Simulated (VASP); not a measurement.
Set up this calculation in VASP 6.6.1, as the native input.

* Task: single point
* Functional: PBEsol
* Potentials or basis: VASP PAW PBE potentials, release 64 (Os_sv_GW)
* Cutoff: 560 eV
* k mesh: 11 × 11 × 6
* Occupations: fermi-dirac, width 0.05 eV
* Spin: no spin polarisation
* Dipole correction: no
* Further INCAR settings: ALGO = Normal; EDIFF = 1e-06; NBANDS = 23

The structure of Os lies in POSCAR:

```
Os
1.0
    2.6883486051      0.0000000000      0.0000000000
   -1.3441743025      2.3281781862      0.0000000000
    0.0000000000      0.0000000000      4.2571904753
Os
2
Direct
    0.6666666667      0.3333333333      0.7500000000
    0.3333333333      0.6666666667      0.2500000000
```

One way to write it, as run:

INCAR

```
SYSTEM = Os
PREC = Accurate
ENCUT = 560
EDIFF = 1E-6
ISMEAR = -1
SIGMA = 0.05
LREAL = .FALSE.
LASPH = .TRUE.
NELM = 120
ALGO = Normal
ISIF = 2
LWAVE = .FALSE.
LCHARG = .FALSE.
GGA = PS
NBANDS = 23
GGA_COMPAT = .FALSE.
```

KPOINTS

```
Automatic mesh
0
G
  11 11 6
  0 0 0
```

Potentials or basis: VASP PAW PBE potentials, release 64 (Os_sv_GW).

Run with:

```bash
$ cat potpaw_PBE.64/Os_sv_GW/POTCAR > POTCAR
$ mpirun -np 1 vasp_std > vasp.out
```

Results of the run:

- Pressure: 18.6 GPa
- Band gap on the k mesh: zero (bands 16 and 17 overlap by 4.21 eV)

Caveat: the cell stands under pressure; the PAW data sets were made with another functional, which shifts forces and pressure a little; spin-orbit coupling is left out, which moves the levels of the heavy elements.

Wall time 18 s on 1 thread of Intel(R) Xeon(R) 6975P-C (Granite Rapids) (shared host), peak memory 0.18 GiB.
